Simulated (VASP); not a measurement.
LiC6, 7 atoms in the cell. Symmetry: P6/mmm, No. 191, hexagonal system. The conventional cell has a = 4.280 Å, b = 4.280 Å, c = 3.391 Å, α = 90.00°, β = 90.00°, γ = 120.00°. Within 2.9 Å of Li (site symmetry 6/mmm) lie 12 C at 2.22 Å. Within 1.9 Å of C (site symmetry m2m) lie 3 C at 1.42 to 1.43 Å. 

```yaml
Program: VASP 6.6.1
Task: single point
Functional: r2SCAN
Potentials_or_basis: VASP PAW PBE potentials, release 64 (Li_sv, C)
Cutoff: 520 eV
k_mesh: 12 × 12 × 10
Occupations: gaussian, width 0.1 eV
Spin: no spin polarisation
Dipole_correction: no
Further_INCAR_settings: ALGO = Normal; EDIFF = 1e-06; NBANDS = 22
```

Potentials or basis: VASP PAW PBE potentials, release 64 (Li_sv, C).

Run with:

```console
$ cat potpaw_PBE.64/Li_sv/POTCAR potpaw_PBE.64/C/POTCAR > POTCAR
$ cp INCAR.step1 INCAR
$ mpirun -np 1 vasp_std > vasp.out
$ cp INCAR.step2 INCAR
$ mpirun -np 1 vasp_std > vasp.out
```

Hardware: 1 thread of Intel(R) Xeon(R) Platinum 8259CL CPU @ 2.50GHz (Skylake/Cascade Lake), on a shared host.

Estimate the wall time of this run.

Wall time 6.7 min on 1 thread of Intel(R) Xeon(R) Platinum 8259CL CPU @ 2.50GHz (Skylake/Cascade Lake), on a shared host, peak memory 0.23 GiB. Counts: k points 114.
